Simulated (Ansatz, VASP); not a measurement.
# Two plane-wave programs on CdSe

```
Cd Se
1.0
     0.00000    2.81041    2.81041
     2.81041    0.00000    2.81041
     2.81041    2.81041    0.00000
Cd Se
1 1
Cartesian
  0.0000 0.0000 0.0000
  2.8104 2.8104 2.8104
```

Alike in both runs: task single point; functional PBE; k mesh 6 × 6 × 6; occupations fermi-dirac, width 0.02 eV; no spin polarisation.

|  | VASP | Ansatz |
| --- | --- | --- |
| version | VASP 6.6.1 | Ansatz 0.2.0 |
| potentials or method | VASP PAW PBE potentials, release 64 (Cd, Se) | plane waves, PAW |
| plane-wave cutoff (eV) | 520 | 420 |
| valence electrons in the cell | 18 | 36 |

```tsv
	VASP	Ansatz	Ansatz less VASP
pressure (GPa)	4.8	4.3	-0.46
```

With one functional, cell and mesh, what is left measures potentials, basis and numerics. VASP's potentials hold 18 valence electrons a cell and Ansatz's 36, so a difference there can come from the potentials and not from the codes.
